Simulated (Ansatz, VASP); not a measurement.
# GaN: VASP beside Ansatz

```
Ga N
1.0
     0.00000    2.27542    2.27542
     2.27542    0.00000    2.27542
     2.27542    2.27542    0.00000
Ga N
1 1
Cartesian
  0.0000 0.0000 0.0000
  1.1377 1.1377 1.1377
```

Alike in both runs: task relaxation of cell and atoms; functional PBE; k mesh 10 × 10 × 10; occupations gaussian, width 0.02 eV; no spin polarisation.

|  | VASP | Ansatz |
| --- | --- | --- |
| version | VASP 6.6.1 | Ansatz 0.2.0 |
| potentials or method | VASP PAW PBE potentials, release 64 (Ga_d, N), cutoff 600 eV | scalar-relativistic, plane waves, PAW |
| valence electrons in the cell | 18 | 18 |

```csv
,VASP,Ansatz,Ansatz less VASP
"gap on the k mesh at the Fermi level, each at its own relaxed structure (eV)",1.55,1.54,-0.009
relaxed volume (Å³/atom),11.76,11.76,+0.006
relaxed cell length with the largest relative difference (Å),3.216,3.216,+0.0005
```
